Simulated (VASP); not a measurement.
# Sn (Im-3m) in VASP: a series of runs

The runs below take Sn through single point, with PBE.

Everything below comes from runs of VASP 6.6.1. Logs are shortened: lines on timing, memory, paths and dates and some standing lists are left out, and cuts for length are marked.

### Step 1. The cell of the first run

Symmetry: Im-3m, No. 229, cubic system. The conventional cell has a = 3.789 Å, b = 3.789 Å, c = 3.789 Å, α = 90.00°, β = 90.00°, γ = 90.00°. Sn (site symmetry m-3m) has 14 Sn at 3.28 to 3.79 Å within 4.3 Å.

### Step 2. Single point, PBE

File INCAR:

```
SYSTEM = Sn
ALGO     = Fast           ! electronic algorithm
EDIFF    = 1E-7           ! SCF threshold, eV
ENCUT    = 520            ! plane-wave cutoff, eV
GGA      = PE             ! functional
ISIF     = 2              ! what is computed and relaxed
ISMEAR   = 0              ! smearing method
LASPH    = .True.         ! aspherical terms in the spheres
LCHARG   = .False.        ! write CHGCAR
LREAL    = .False.        ! projectors in reciprocal space
LWAVE    = .False.        ! write WAVECAR
NBANDS   = 13             ! bands
NELM     = 60             ! most SCF steps
PREC     = Accurate       ! precision mode
SIGMA    = 0.1            ! smearing width, eV
```

File KPOINTS:

```
k-points
0
Gamma
  6 6 6
  0 0 0
```

File POSCAR:

```
Sn
1.0
   -1.8946518192      1.8946518192      1.8946518192
    1.8946518192     -1.8946518192      1.8946518192
    1.8946518192      1.8946518192     -1.8946518192
Sn
1
Direct
    0.0000000000      0.0000000000      0.0000000000
```

Potentials or basis: VASP PAW PBE potentials, release 64 (Sn_d).

Run with:

```console
> cat potpaw_PBE.64/Sn_d/POTCAR > POTCAR
> mpirun -np 1 vasp_std > vasp.out
```

OUTCAR:

```text
SYSTEM = Sn
   EDIFF = 1E-7
   ENCUT = 520
   GGA = PE
   ISIF = 2
   ISMEAR = 0
   LASPH = .True.
   LREAL = .False.
   NELM = 60
   PREC = Accurate

 ion  position               nearest neighbor table
   1  0.000  0.000  0.000-

  LATTYP: Found a body centered cubic cell.
 ALAT       =     3.7893036384

  Lattice vectors:

 A1 = (  -1.8946518192,   1.8946518192,   1.8946518192)
 A2 = (   1.8946518192,  -1.8946518192,   1.8946518192)
 A3 = (   1.8946518192,   1.8946518192,  -1.8946518192)

Analysis of symmetry for initial positions (statically):
=====================================================================
 Subroutine PRICEL returns:
 Original cell was already a primitive cell.

 Routine SETGRP: Setting up the symmetry group for a
 body centered cubic supercell.

 Subroutine GETGRP returns: Found 48 space group operations
 (whereof 48 operations were pure point group operations)
 out of a pool of 48 trial point group operations.

The static configuration has the point symmetry O_h .

Analysis of symmetry for dynamics (positions and initial velocities):
=====================================================================
 Subroutine PRICEL returns:
 Original cell was already a primitive cell.

 Routine SETGRP: Setting up the symmetry group for a
 body centered cubic supercell.

 Subroutine GETGRP returns: Found 48 space group operations
 (whereof 48 operations were pure point group operations)
 out of a pool of 48 trial point group operations.

The dynamic configuration has the point symmetry O_h .

 Subroutine INISYM returns: Found 48 space group operations
 (whereof 48 operations are pure point group operations),
 and found     1 'primitive' translations

----------------------------------------------------------------------------------------

                                     Primitive cell

  volume of cell :      27.2050

  direct lattice vectors                    reciprocal lattice vectors
    -1.894651819  1.894651819  1.894651819     0.000000000  0.263900731  0.263900731
     1.894651819 -1.894651819  1.894651819     0.263900731  0.000000000  0.263900731
     1.894651819  1.894651819 -1.894651819     0.263900731  0.263900731  0.000000000

  length of vectors
     3.281633214  3.281633214  3.281633214     0.373211993  0.373211993  0.373211993

  position of ions in fractional coordinates (direct lattice)
[... 74 lines left out ...]
   ISIF   =      2    stress and relaxation
   ISYM   =      2    0-nonsym 1-usesym 2-fastsym
   POTIM  = 0.5000    time-step for ionic-motion
   TEBEG  =    0.0;   TEEND  =   0.0 temperature during run
   PSTRESS=    0.0 pullay stress
   NELECT =      14.0000    total number of electrons
   NUPDOWN=      -1.0000    fix difference up-down
   EMIN   =  10.00;   EMAX   =-10.00  energy-range for DOS
   EFERMI =   0.00;   METHOD = LEGACY
   ISMEAR =     0;   SIGMA  =   0.10  broadening in eV -4-tet -1-fermi 0-gaus
   EFERMI_NEDOS =   21; number of points for ismear=-14 and -15
   IALGO  =     68    algorithm
   IMIX   =      4    mixing-type and parameters
     AMIX     =   0.40;   BMIX     =  1.00
     AMIX_MAG =   1.60;   BMIX_MAG =  1.00
  volume/ion in A,a.u.               =      27.20       183.59
  Fermi-wavevector in a.u.,A,eV,Ry     =   1.311902  2.479136 23.416813  1.721087
  Thomas-Fermi vector in A             =   2.442332
   LORBIT       =      0    0 simple, 1 ext, 2 COOP (PROOUT), +10 PAW based schemes
   GGA     = PE    functional components
   LHFCALC =     F    Hartree Fock is set to
   AEXX    =    0.0000 exact exchange contribution
   IVDW    =     0    specifies the selected vdW correction
   LEPSILON=     F    determine dielectric tensor
   LRPA    =     F    only Hartree local field effects (RPA)
 non-spin polarized calculation
 RMM-DIIS sequential band-by-band and
 Gauss-broadening in eV      SIGMA  =   0.10
  energy-cutoff  :      520.00
  volume of cell :       27.20
 maximum number of plane-waves:       746
   NGX = 13   NGY = 13   NGZ = 13

 number of electron      13.9999996 magnetization

 Free energy of the ion-electron system (eV)
  ---------------------------------------------------
  ext. energy  EPLUGINS =         0.00000000
  ---------------------------------------------------
  free energy    TOTEN  =        -3.80116596 eV

  energy without entropy =       -3.79866928  energy(sigma->0) =       -3.79991762

 E-fermi :   8.2269     XC(G=0): -10.3631

 val. band max:        7.6719443284   @ k =   0.3333   0.1667   0.1667
 cond. band min:       8.2745455585   @ k =   0.5000   0.5000   0.3333
 fundamental gap:      0.6026012302
 Fermi energy:         8.2268519308

 k-point     1 :       0.0000    0.0000    0.0000
  band No.  band energies     occupation
      1     -13.4816      2.00000
      2     -13.4816      2.00000
      3     -13.4815      2.00000
      4     -13.3437      2.00000
      5     -13.3437      2.00000
      6      -2.9996      2.00000
      7      16.0410      0.00000
      8      16.0410      0.00000
      9      16.0410      0.00000
     10      20.1936      0.00000
     11      20.1936      0.00000
     12      20.1936      0.00000
     13      20.8049      0.00000
[... 226 lines left out ...]
  band No.  band energies     occupation
      1     -13.5013      2.00000
      2     -13.5013      2.00000
      3     -13.2810      2.00000
      4     -13.2810      2.00000
      5     -13.2810      2.00000
      6       5.6063      2.00000
      7       7.6043      2.00000
      8       7.6043      2.00000
      9       7.6043      2.00000
     10      11.9147      0.00000
     11      11.9147      0.00000
     12      26.2760      0.00000
     13      28.8952      0.00000

------------------------ aborting loop because EDIFF is reached ----------------------------------------

  FORCE on cell =-STRESS in cart. coord.  units (eV):
  Direction    XX          YY          ZZ          XY          YZ          ZX
  --------------------------------------------------------------------------------------
  -------------------------------------------------------------------------------------
  Total        0.0796872      0.0796872      0.0796872     -0.0000000     -0.0000000      0.0000000
  in kB        4.6930039      4.6930039      4.6930039     -0.0000000     -0.0000000      0.0000000
  external PRESSURE =       4.6930039 kB  Pullay stress =       0.0000000 kB

 VOLUME and BASIS-vectors are now :
 -----------------------------------------------------------------------------
  energy-cutoff  :      520.00
  volume of cell :       27.20
      direct lattice vectors                 reciprocal lattice vectors
    -1.894651819  1.894651819  1.894651819     0.000000000  0.263900731  0.263900731
     1.894651819 -1.894651819  1.894651819     0.263900731  0.000000000  0.263900731
     1.894651819  1.894651819 -1.894651819     0.263900731  0.263900731  0.000000000

 POSITION                                       TOTAL-FORCE (eV/Angst)
 -----------------------------------------------------------------------------------
      0.00000      0.00000      0.00000         0.000000     -0.000000     -0.000000
 -----------------------------------------------------------------------------------
    total drift:                                0.000000     -0.000000     -0.000000

  FREE ENERGIE OF THE ION-ELECTRON SYSTEM (eV)
  ---------------------------------------------------
  free  energy   TOTEN  =        -3.8011659640 eV

  energy  without entropy=       -3.7986692755  energy(sigma->0) =       -3.79991762
```

OSZICAR:

```text
N       E                     dE             d eps       ncg     rms          rms(c)
DAV:   1     0.813497371040E+02    0.81350E+02   -0.74239E+03   441   0.163E+03
DAV:   2     0.189594700839E+01   -0.79454E+02   -0.76670E+02   436   0.350E+02
DAV:   3    -0.370162075307E+01   -0.55976E+01   -0.55578E+01   519   0.738E+01
DAV:   4    -0.381014563121E+01   -0.10852E+00   -0.10851E+00   491   0.112E+01
DAV:   5    -0.381403917306E+01   -0.38935E-02   -0.38935E-02   564   0.199E+00    0.132E+00
RMM:   6    -0.380433351040E+01    0.97057E-02   -0.89307E-03   520   0.125E+00    0.758E-01
RMM:   7    -0.380123746724E+01    0.30960E-02   -0.71173E-03   511   0.100E+00    0.101E-01
RMM:   8    -0.380113484488E+01    0.10262E-03   -0.62862E-04   563   0.399E-01    0.285E-02
RMM:   9    -0.380116122138E+01   -0.26377E-04   -0.23377E-04   614   0.154E-01    0.171E-02
RMM:  10    -0.380116364216E+01   -0.24208E-05   -0.47578E-05   560   0.110E-01    0.267E-03
RMM:  11    -0.380116438675E+01   -0.74459E-06   -0.21837E-05   663   0.495E-02    0.559E-03
RMM:  12    -0.380116478723E+01   -0.40048E-06   -0.37596E-06   633   0.207E-02    0.608E-03
RMM:  13    -0.380116521109E+01   -0.42386E-06   -0.10339E-06   544   0.144E-02    0.547E-03
RMM:  14    -0.380116544679E+01   -0.23570E-06   -0.26928E-07   329   0.601E-03    0.593E-03
RMM:  15    -0.380116587738E+01   -0.43059E-06   -0.22354E-07   356   0.642E-03    0.710E-03
RMM:  16    -0.380116596401E+01   -0.86629E-07   -0.50756E-08   287   0.271E-03
   1 F= -.38011660E+01 E0= -.37999176E+01  d E =-.249669E-02
```

Run time: 9.6 s. Hardware: 1 thread of AMD EPYC 7R43 (Zen 3), shared host; peak memory 0.1 GiB.

Results:

* Free energy: -3.8012 eV
* Pressure: 0.5 GPa
* Band gap on the k mesh: zero (band 7 reaches 16.04 eV, above the bottom of band 8 at 5.62 eV)

Levels at points of the mesh, in eV from the Fermi level:
```csv
k point,band 3,band 4,band 5,band 6,band 7,band 8,band 9,band 10,band 11,band 12
"(0.00, 0.00, 0.00)",-21.71,-21.57,-21.57,-11.23,7.81,7.81,7.81,11.97,11.97,11.97
"(0.50, 0.00, 0.00)",-21.58,-21.58,-21.49,-6.56,-4.56,3.46,5.29,7.80,8.10,14.82
"(0.50, 0.50, 0.50)",-21.51,-21.51,-21.51,-2.62,-0.62,-0.62,-0.62,3.69,3.69,18.05
```

Caveat: the k points lie up to 0.39 Å⁻¹ apart; spin-orbit coupling is left out, which moves the levels of the heavy elements.

[end of part 1 of 3]
